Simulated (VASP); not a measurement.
Here is a VASP 6.6.1 calculation.

POSCAR

```
GaP
1.0
    3.8540855109      0.0000000000      0.0000000000
    0.0000000000      3.8540855109      0.0000000000
    0.0000000000      0.0000000000     23.8131250000
P Ga
3 3
Direct
    0.0000000000      0.5000000000      0.3569460119
    0.5000000000      0.0000000000      0.4713892024
    0.0000000000      0.5000000000      0.5861747861
    0.5000000000      0.5000000000      0.4141676071
    0.0000000000      0.0000000000      0.5269658735
    0.5000000000      0.5000000000      0.6450694977
```

Contents of INCAR.step1:

```
SYSTEM = GaP
PREC = Accurate ; ENCUT = 520
ISMEAR = 0 ; SIGMA = 0.05
LREAL = .FALSE. ; LASPH = .TRUE.
NELM = 100 ; LDIPOL = .TRUE.
IDIPOL = 3 ; DIPOL = 0.5 0.5 0.500
NBANDS = 36 ; GGA = PE
ALGO = Normal ; EDIFF = 1E-4
LWAVE = .TRUE. ; LCHARG = .FALSE.
```

File INCAR.step2:

```
SYSTEM = GaP
PREC = Accurate ; ENCUT = 520
EDIFF = 1E-7 ; ISMEAR = 0
SIGMA = 0.05 ; LREAL = .FALSE.
LASPH = .TRUE. ; NELM = 100
ALGO = Normal ; ISIF = 2
LWAVE = .FALSE. ; LCHARG = .FALSE.
LDIPOL = .TRUE. ; IDIPOL = 3
DIPOL = 0.5 0.5 0.500 ; METAGGA = R2SCAN
LMIXTAU = .TRUE. ; NBANDS = 36
ISTART = 1
```

The input KPOINTS:

```
Automatic mesh
0
G
  7 7 1
  0 0 0
```

Potentials or basis: VASP PAW PBE potentials, release 64 (P, Ga_d).

Launch:

```console
$ cat potpaw_PBE.64/P/POTCAR potpaw_PBE.64/Ga_d/POTCAR > POTCAR
$ cp INCAR.step1 INCAR
$ mpirun -np 1 vasp_std > vasp.out
$ cp INCAR.step2 INCAR
$ mpirun -np 1 vasp_std > vasp.out
```

Predict the band gap on the k mesh.

zero (bands 27 and 28 overlap by 0.54 eV).

Estimate the largest force.

0.738 eV/Å.

Forces on the atoms (eV/Å):
```
P    0.000  0.000  0.396
P    0.000  0.000  0.347
P    0.000  0.000 -0.003
Ga   0.000  0.000 -0.738
Ga   0.000  0.000  0.000
Ga   0.000  0.000 -0.003
```

Caveat: the PAW data sets were made with another functional, which shifts forces and pressure a little.
